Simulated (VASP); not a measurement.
# Si (P1) in VASP: further runs

The runs below take Si through single point, with LDA.

All numbers are computed with VASP 6.6.1; they aren't measurements. Logs are shortened: lines on timing, memory, paths and dates and some standing lists are left out, and cuts for length are marked.

## Step 1: The cell of the first run

The typed cell holds 16 atoms: a = 7.805 Å, b = 7.805 Å, c = 7.805 Å, α = 60.00°, β = 60.00°, γ = 60.00°.

## Step 2: Single point, LDA

Input file INCAR:

```
SYSTEM = Si
PREC = Accurate
ENCUT = 520
EDIFF = 1E-6
ISMEAR = -1
SIGMA = 0.24
LREAL = Auto
LASPH = .True.
NELM = 80
ALGO = Normal
ISIF = 2
LWAVE = .False.
LCHARG = .False.
NBANDS = 46
```

Input file KPOINTS:

```
Automatic mesh
0
Gamma
  2 2 2
  0 0 0
```

Input file POSCAR:

```
Si
1.0
    0.0000000000      5.5190320000      5.5190320000
    5.5190320000      0.0000000000      5.5190320000
    5.5190320000      5.5190320000      0.0000000000
Si
16
Direct
    0.0489125629     -0.0233827236     -0.0641688615
    0.1796691884      0.0283564219      0.0983686994
    0.0046566137     -0.0064322874      0.4954310828
    0.1314542115      0.1773137028      0.5877117581
   -0.0386480818      0.4706260083     -0.0040405636
    0.1452066232      0.6255263604      0.0526722802
   -0.0302770486      0.5279730214      0.4575440041
    0.1132263774      0.6177532582      0.5810439222
    0.4838620251      0.0251765165      0.0191609688
    0.6676623727      0.1155728033      0.0958410823
    0.5021895144      0.0131363616      0.4997977906
    0.6323482089      0.1210085392      0.6185052016
    0.5134143089      0.5072175700     -0.0041039806
    0.5953761457      0.6700087986      0.1159804835
    0.5513466854      0.5057589809      0.4463826265
    0.5849938902      0.6393331294      0.6402390854
```

Potentials or basis: VASP PAW LDA potentials, release 64 (Si).

On the command line:

```sh
$ cat potpaw_LDA.64/Si/POTCAR > POTCAR
$ mpirun -np 1 vasp_std > vasp.out
```

OUTCAR:

```text
SYSTEM = Si
   PREC = Accurate
   ENCUT = 520
   EDIFF = 1E-6
   ISMEAR = -1
   LREAL = Auto
   LASPH = .True.
   NELM = 80
   ISIF = 2

 ion  position               nearest neighbor table
   1  0.049  0.977  0.936-   6 2.24   2 2.24   4 2.29  10 2.45
   2  0.180  0.028  0.098-   9 2.12   1 2.24   3 2.62   5 2.86  14 3.06
   3  0.005  0.994  0.495-  12 2.37   8 2.43   4 2.59   2 2.62
   4  0.131  0.177  0.588-   7 2.27   1 2.29  11 2.38   3 2.59
   5  0.961  0.471  0.996-  14 2.41   6 2.57   8 2.65   2 2.86
   6  0.145  0.626  0.053-   1 2.24  13 2.41   5 2.57   7 2.60
   7  0.970  0.528  0.458-   4 2.27   8 2.28  16 2.48   6 2.60
   8  0.113  0.618  0.581-   7 2.28   3 2.43   5 2.65  15 2.81
   9  0.484  0.025  0.019-   2 2.12  14 2.27  10 2.28  12 2.57
  10  0.668  0.116  0.096-   9 2.28   1 2.45  13 2.51  11 2.59
  11  0.502  0.013  0.500-  12 2.28   4 2.38  16 2.40  10 2.59
  12  0.632  0.121  0.619-  11 2.28   3 2.37  15 2.48   9 2.57
  13  0.513  0.507  0.996-  16 2.29  14 2.35   6 2.41  10 2.51
  14  0.595  0.670  0.116-  15 2.16   9 2.27  13 2.35   5 2.41   2 3.06
  15  0.551  0.506  0.446-  14 2.16  16 2.39  12 2.48   8 2.81
  16  0.585  0.639  0.640-  13 2.29  15 2.39  11 2.40   7 2.48

  LATTYP: Found a face centered cubic cell.
 ALAT       =    11.0380640000

  Lattice vectors:

 A1 = (   0.0000000000,   5.5190320000,   5.5190320000)
 A2 = (   5.5190320000,   0.0000000000,   5.5190320000)
 A3 = (   5.5190320000,   5.5190320000,   0.0000000000)

Analysis of symmetry for initial positions (statically):
=====================================================================
 Subroutine PRICEL returns:
 Original cell was already a primitive cell.

 Routine SETGRP: Setting up the symmetry group for a
 face centered cubic supercell.

 Subroutine GETGRP returns: Found  1 space group operations
 (whereof  1 operations were pure point group operations)
 out of a pool of 48 trial point group operations.

The static configuration has the point symmetry C_1 .

Analysis of symmetry for dynamics (positions and initial velocities):
=====================================================================
 Subroutine PRICEL returns:
 Original cell was already a primitive cell.

 Routine SETGRP: Setting up the symmetry group for a
 face centered cubic supercell.

 Subroutine GETGRP returns: Found  1 space group operations
 (whereof  1 operations were pure point group operations)
 out of a pool of 48 trial point group operations.

The dynamic configuration has the point symmetry C_1 .

 Subroutine INISYM returns: Found  1 space group operations
 (whereof  1 operations are pure point group operations),
 and found     1 'primitive' translations

----------------------------------------------------------------------------------------

                                     Primitive cell

  volume of cell :     336.2163

  direct lattice vectors                    reciprocal lattice vectors
     0.000000000  5.519032000  5.519032000    -0.090595597  0.090595597  0.090595597
     5.519032000  0.000000000  5.519032000     0.090595597 -0.090595597  0.090595597
     5.519032000  5.519032000  0.000000000     0.090595597  0.090595597 -0.090595597

  length of vectors
     7.805089906  7.805089906  7.805089906     0.156916177  0.156916177  0.156916177

  position of ions in fractional coordinates (direct lattice)
     0.048912563  0.976617276  0.935831138
     0.179669188  0.028356422  0.098368699
     0.004656614  0.993567713  0.495431083
     0.131454211  0.177313703  0.587711758
     0.961351918  0.470626008  0.995959436
     0.145206623  0.625526360  0.052672280
[... 8 lines left out ...]
     0.551346685  0.505758981  0.446382626
     0.584993890  0.639333129  0.640239085

  ion indices of the primitive-cell ions
   primitive index   ion index
                 1           1
                 2           2
                 3           3
                 4           4
                 5           5
                 6           6
[... 8 lines left out ...]
                15          15
                16          16

----------------------------------------------------------------------------------------

 KPOINTS: Automatic mesh

Automatic generation of k-mesh.
 Grid dimensions read from file:
 generate k-points for:    2    2    2

 Generating k-lattice:

  Cartesian coordinates                     Fractional coordinates (reciprocal lattice)
    -0.045297799  0.045297799  0.045297799     0.500000000  0.000000000  0.000000000
     0.045297799 -0.045297799  0.045297799     0.000000000  0.500000000  0.000000000
     0.045297799  0.045297799 -0.045297799     0.000000000  0.000000000  0.500000000

  Length of vectors
     0.078458089  0.078458089  0.078458089

  Shift w.r.t. Gamma in fractional coordinates (k-lattice)
     0.000000000  0.000000000  0.000000000

 Subroutine IBZKPT returns following result:
 ===========================================

 Found      8 irreducible k-points:

 Following reciprocal coordinates:
            Coordinates               Weight
  0.000000  0.000000  0.000000      1.000000
  0.500000  0.000000  0.000000      1.000000
  0.000000  0.500000  0.000000      1.000000
  0.000000  0.000000  0.500000      1.000000
  0.500000  0.500000  0.500000      1.000000
  0.500000  0.500000  0.000000      1.000000
  0.000000  0.500000  0.500000      1.000000
  0.500000  0.000000  0.500000      1.000000
   k-points           NKPTS =      8   k-points in BZ     NKDIM =      8   number of bands    NBANDS=     46
   number of dos      NEDOS =    301   number of ions     NIONS =     16
   total plane-waves  NPLWV = 216000
   dimension x,y,z NGX =    60 NGY =   60 NGZ =   60
   dimension x,y,z NGXF=   120 NGYF=  120 NGZF=  120
   ions per type =              16
   NGX,Y,Z   is equivalent  to a cutoff of  12.78, 12.78, 12.78 a.u.
   NGXF,Y,Z  is equivalent  to a cutoff of  25.56, 25.56, 25.56 a.u.
 SYSTEM =  Si
   PREC   = accura    normal or accurate (medium, high low for compatibility)
   ISTART =      0    job   : 0-new  1-cont  2-samecut
   ICHARG =      2    charge: 1-file 2-atom 10-const
   ISPIN  =      1    spin polarized calculation?
   LNONCOLLINEAR =      F non collinear calculations
   LSORBIT =      F    spin-orbit coupling
   LASPH  =      T    aspherical Exc in radial PAW
   ENCUT  =  520.0 eV  38.22 Ry    6.18 a.u.  14.51 14.51 14.51*2*pi/ulx,y,z
   NELM   =     80;   NELMIN=  2; NELMDL= -5     # of ELM steps
   EDIFF  = 0.1E-05   stopping-criterion for ELM
   LREAL  =      T    real-space projection
   EDIFFG = 0.1E-04   stopping-criterion for IOM
   NSW    =      0    number of steps for IOM
   IBRION =     -1    ionic relax: 0-MD 1-quasi-New 2-CG
   NFREE  =      0    steps in history (QN), initial steepest desc. (CG)
   ISIF   =      2    stress and relaxation
   ISYM   =      2    0-nonsym 1-usesym 2-fastsym
   POTIM  = 0.5000    time-step for ionic-motion
   TEBEG  =    0.0;   TEEND  =   0.0 temperature during run
   PSTRESS=    0.0 pullay stress
   NELECT =      64.0000    total number of electrons
   NUPDOWN=      -1.0000    fix difference up-down
   EMIN   =  10.00;   EMAX   =-10.00  energy-range for DOS
   EFERMI =   0.00;   METHOD = LEGACY
   ISMEAR =    -1;   SIGMA  =   0.24  broadening in eV -4-tet -1-fermi 0-gaus
   EFERMI_NEDOS =   21; number of points for ismear=-14 and -15
   IALGO  =     38    algorithm
   IMIX   =      4    mixing-type and parameters
     AMIX     =   0.40;   BMIX     =  1.00
     AMIX_MAG =   1.60;   BMIX_MAG =  1.00
  volume/ion in A,a.u.               =      21.01       141.81
  Fermi-wavevector in a.u.,A,eV,Ry     =   0.941735  1.779621 12.066521  0.886864
  Thomas-Fermi vector in A             =   2.069275
   LORBIT       =      0    0 simple, 1 ext, 2 COOP (PROOUT), +10 PAW based schemes
   GGA     = CA    functional components
   LHFCALC =     F    Hartree Fock is set to
   AEXX    =    0.0000 exact exchange contribution
   IVDW    =     0    specifies the selected vdW correction
   LEPSILON=     F    determine dielectric tensor
   LRPA    =     F    only Hartree local field effects (RPA)
 non-spin polarized calculation
  energy-cutoff  :      520.00
  volume of cell :      336.22
 maximum number of plane-waves:      9185
 NGX is ok and might be reduce to    60
   NGX = 29   NGY = 29   NGZ = 29

 number of electron      63.9999999 magnetization

 Free energy of the ion-electron system (eV)
  ---------------------------------------------------
  ext. energy  EPLUGINS =         0.00000000
  ---------------------------------------------------
  free energy    TOTEN  =       -89.13744229 eV

  energy without entropy =      -88.19769387  energy(sigma->0) =      -88.66756808

 E-fermi :   5.4839     XC(G=0):  -9.4550

 val. band max:        5.3614157535   @ k =   0.0000   0.0000   0.0000
 cond. band min:       5.5780461392   @ k =   0.0000   0.0000   0.0000
 fundamental gap:      0.2166303857
 Fermi energy:         5.4839076715

 k-point     1 :       0.0000    0.0000    0.0000
  band No.  band energies     occupation
      1      -6.5307      2.00000
      2      -4.6984      2.00000
      3      -4.4576      2.00000
      4      -4.1110      2.00000
      5      -3.7855      2.00000
      6      -2.9566      2.00000
[... 36 lines left out ...]
     43       7.5628      0.00035
     44       7.6150      0.00028

 k-point     2 :       0.5000    0.0000    0.0000
  band No.  band energies     occupation
      1      -5.9963      2.00000
      2      -5.5782      2.00000
      3      -4.3891      2.00000
      4      -4.0754      2.00000
      5      -3.9135      2.00000
      6      -3.7413      2.00000
[... 36 lines left out ...]
     43       8.6082      0.00000
     44       8.9162      0.00000

 k-point     3 :       0.0000    0.5000    0.0000
  band No.  band energies     occupation
      1      -6.0129      2.00000
      2      -5.5337      2.00000
      3      -4.4702      2.00000
      4      -4.1050      2.00000
      5      -3.9822      2.00000
      6      -3.6090      2.00000
[... 36 lines left out ...]
     43       8.7265      0.00000
     44       8.8907      0.00000

 k-point     4 :       0.0000    0.0000    0.5000
  band No.  band energies     occupation
      1      -6.0065      2.00000
      2      -5.5837      2.00000
      3      -4.2866      2.00000
      4      -4.1463      2.00000
      5      -3.9533      2.00000
      6      -3.7231      2.00000
[... 36 lines left out ...]
     43       8.6127      0.00000
     44       8.9030      0.00000

 k-point     5 :       0.5000    0.5000    0.5000
  band No.  band energies     occupation
      1      -5.9241      2.00000
      2      -5.6793      2.00000
      3      -4.2516      2.00000
      4      -4.1014      2.00000
      5      -3.9670      2.00000
      6      -3.7260      2.00000
[... 36 lines left out ...]
     43       8.7702      0.00000
     44       8.8685      0.00000

 k-point     6 :       0.5000    0.5000    0.0000
  band No.  band energies     occupation
      1      -5.8402      2.00000
      2      -5.2124      2.00000
      3      -4.9014      2.00000
      4      -4.7285      2.00000
      5      -4.2311      2.00000
      6      -3.8545      2.00000
[... 36 lines left out ...]
     43       9.0194      0.00000
     44       9.1401      0.00000

 k-point     7 :       0.0000    0.5000    0.5000
  band No.  band energies     occupation
      1      -5.8755      2.00000
      2      -5.1810      2.00000
      3      -4.8804      2.00000
      4      -4.6076      2.00000
      5      -4.3282      2.00000
      6      -3.9150      2.00000
[... 36 lines left out ...]
     43       9.1216      0.00000
     44       9.2708      0.00000

 k-point     8 :       0.5000    0.0000    0.5000
  band No.  band energies     occupation
      1      -5.7248      2.00000
      2      -5.4343      2.00000
      3      -4.9639      2.00000
      4      -4.4576      2.00000
      5      -4.2621      2.00000
      6      -4.0152      2.00000
[... 36 lines left out ...]
     43       9.1626      0.00000
     44       9.2606      0.00000
 [bands above 44 left out]

------------------------ aborting loop because EDIFF is reached ----------------------------------------

  FORCE on cell =-STRESS in cart. coord.  units (eV):
  Direction    XX          YY          ZZ          XY          YZ          ZX
  --------------------------------------------------------------------------------------
  -------------------------------------------------------------------------------------
  Total      -11.6581300     -4.7123639     -7.1452095      0.8723355      1.9622033      2.3916801
  in kB      -55.5546918    -22.4559107    -34.0491925      4.1569555      9.3505219     11.3971154
  external PRESSURE =     -37.3532650 kB  Pullay stress =       0.0000000 kB

 VOLUME and BASIS-vectors are now :
 -----------------------------------------------------------------------------
  energy-cutoff  :      520.00
  volume of cell :      336.22
      direct lattice vectors                 reciprocal lattice vectors
     0.000000000  5.519032000  5.519032000    -0.090595597  0.090595597  0.090595597
     5.519032000  0.000000000  5.519032000     0.090595597 -0.090595597  0.090595597
     5.519032000  5.519032000  0.000000000     0.090595597  0.090595597 -0.090595597

 POSITION                                       TOTAL-FORCE (eV/Angst)
 -----------------------------------------------------------------------------------
     10.55486      5.43483      5.65993         0.877186     -1.071311     -0.498194
      0.69940      1.53450      1.14810         3.512963     -0.960048     -1.391163
      8.21783      2.76000      5.50923        -0.751116      0.029756      0.418443
      4.22220      3.96910      1.70410        -1.806542     -0.127994     -0.925257
      8.09413     10.80246      7.90313        -0.918487      0.452204      1.452924
      3.74300      1.09210      4.25370        -0.397890      0.798005     -2.073818
[... 8 lines left out ...]
      5.25490      5.50650      5.83420         1.828557      1.241673     -2.889932
      7.06200      6.76210      6.75710        -0.922150     -0.404790      1.247175
 -----------------------------------------------------------------------------------
    total drift:                                0.000246     -0.007789     -0.010170

  FREE ENERGIE OF THE ION-ELECTRON SYSTEM (eV)
  ---------------------------------------------------
  free  energy   TOTEN  =       -89.1374422928 eV

  energy  without entropy=      -88.1976938703  energy(sigma->0) =      -88.66756808
```

It took 3.3 min on 1 thread of Intel Xeon Platinum 8488C (Sapphire Rapids), shared host; peak memory 0.37 GiB.

Results:

```
Free energy            : -89.1374 eV
Pressure               : -3.7 GPa
Largest force          : 3.898 eV/Å
Band gap on the k mesh : 0.22 eV
```

Forces on the atoms (eV/Å):
```
Si   0.877 -1.071 -0.498
Si   3.513 -0.960 -1.391
Si  -0.751  0.030  0.418
Si  -1.807 -0.128 -0.925
Si  -0.918  0.452  1.453
Si  -0.398  0.798 -2.074
Si  -0.004 -1.046  0.658
Si   1.031  1.397  0.664
Si  -1.808 -0.002  2.490
Si   1.720  0.719  0.353
Si  -1.130 -0.917  0.031
Si   0.979  0.443  0.811
Si  -0.366 -0.023 -1.113
Si  -1.845 -0.529  0.765
Si   1.829  1.242 -2.890
Si  -0.922 -0.405  1.247
```

Caveat: the k points lie up to 0.49 Å⁻¹ apart; forces of over 1 eV/Å act on the atoms, so gaps and moduli don't describe the material at rest. A k mesh can miss the band edges.

(Continued in part 2 of 2.)
